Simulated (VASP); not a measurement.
Na2SrO2:

```
Na Sr O
1.0
     3.60002    0.00000    0.00000
    -1.80001    3.11771    0.00000
     0.00000    0.00000    6.45132
Na Sr O
2 1 2
Direct
  0.66667 0.33333 0.80068
  0.33333 0.66667 0.19932
  0.00000 0.00000 0.00000
  0.66667 0.33333 0.35374
  0.33333 0.66667 0.64626
```

The cell was built from a structure type or drawn by symmetry, and may not be a known phase.

```yaml
Program: VASP 6.6.1
Task: relaxation of cell and atoms
Functional: PBE
Potentials_or_basis: VASP PAW PBE potentials, release 64 (Na_pv, Sr_sv, O)
Cutoff: 600 eV
k_mesh: 6 × 6 × 4
Occupations: gaussian, width 0.1 eV
Spin: no spin polarisation
```

At the start: pressure 16.8 GPa; volume 14.48 Å³/atom.

Task: How do energy, volume and symmetry change on relaxing?

Result: Over 23 steps the energy falls by 2446.1 meV/atom and the volume is 15.65 Å³/atom (+8.1 %); space group P-3m1 (No. 164, to 0.1 Å) before and after.

The path:
```
step  energy change (eV)  largest force (eV/Å)  pressure (GPa)  volume (Å³)
   1              0.0000                5.8432           16.85        72.41
   2             -6.9917                3.8272           -2.64        88.49
   3             -8.7902                1.1915          -13.04       112.52
   4             -9.0126                1.8870          -11.03       105.08
   5            -10.8896                1.2861           -6.65        86.53
   6            -11.3024                0.7195            2.02        74.07
   7            -11.3159                0.8081            0.31        75.76
   8            -11.6451                0.3235            1.61        74.61
   9            -11.6838                0.6979            2.91        73.99
  10            -11.8948                0.5087           -0.13        77.95
  11            -12.0528                0.2487           -4.63        86.20
  12            -12.0562                0.3039           -3.95        84.67
  13            -12.1677                0.1918           -2.83        83.18
  14            -12.1840                0.1344           -2.33        82.50
  15            -12.1848                0.1225           -2.23        82.36
  16            -12.2120                0.1696           -0.60        79.86
  17            -12.2142                0.1849            0.03        78.99
  18            -12.2184                0.1558            0.01        78.87
  19            -12.2271                0.0922            0.00        78.51
  20            -12.2234                0.1626            0.17        77.78
  21            -12.2293                0.0919            0.03        78.25
  22            -12.2293                0.0909            0.04        78.21
  23            -12.2304                0.0066           -0.06        78.27
```

Final structure:
```
CELL_PARAMETERS angstrom
3.79776 0.00000 0.00000
-1.89888 3.28896 0.00000
0.00000 0.00000 6.26623
ATOMIC_POSITIONS crystal
Na 0.66667 0.33333 0.62947
Na 0.33333 0.66667 0.37053
Sr 0.00000 0.00000 0.00000
O 0.66667 0.33333 0.23204
O 0.33333 0.66667 0.76796
```
